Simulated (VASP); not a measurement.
A run of VASP 6.6.1:

The input INCAR:

```
SYSTEM = SnSe
  ALGO = Normal
  EDIFF = 1E-6
  ENCUT = 500
  GGA_COMPAT = .False.
  ISIF = 2
  ISMEAR = 0
  LASPH = .True.
  LCHARG = .False.
  LREAL = .False.
  LWAVE = .False.
  NBANDS = 28
  NELM = 120
  PREC = Accurate
  SIGMA = 0.05
```

Contents of KPOINTS:

```
k-points
0
Gamma
  6 6 4
  0 0 0
```

The input POSCAR:

```
SnSe
1.0
    4.2946464113      0.0000000000      0.0000000000
    0.0000000000      4.0851514645      0.0000000000
    0.0000000000      0.0000000000     10.9796229414
Sn Se
2 2
Direct
    0.5000000000      0.0000000000      0.3781633338
    0.0000000000      0.5000000000      0.6218366662
    0.5000000000      0.0000000000      0.6217782129
    0.0000000000      0.5000000000      0.3782217871
```

Potentials or basis: VASP PAW LDA potentials, release 64 (Sn_d, Se).

The run is started by

```bash
$ cat potpaw_LDA.64/Sn_d/POTCAR potpaw_LDA.64/Se/POTCAR > POTCAR
$ mpirun -np 1 vasp_std > vasp.out
```

Hardware: 1 thread of AMD EPYC 9R45 96-Core Processor (Zen 5), with other jobs on the host.

Estimate the wall time of this run.

Wall time 110 s on 1 thread of AMD EPYC 9R45 96-Core Processor (Zen 5), on a shared host, peak memory 0.33 GiB. Counts: scf iterations 17, k points 48.
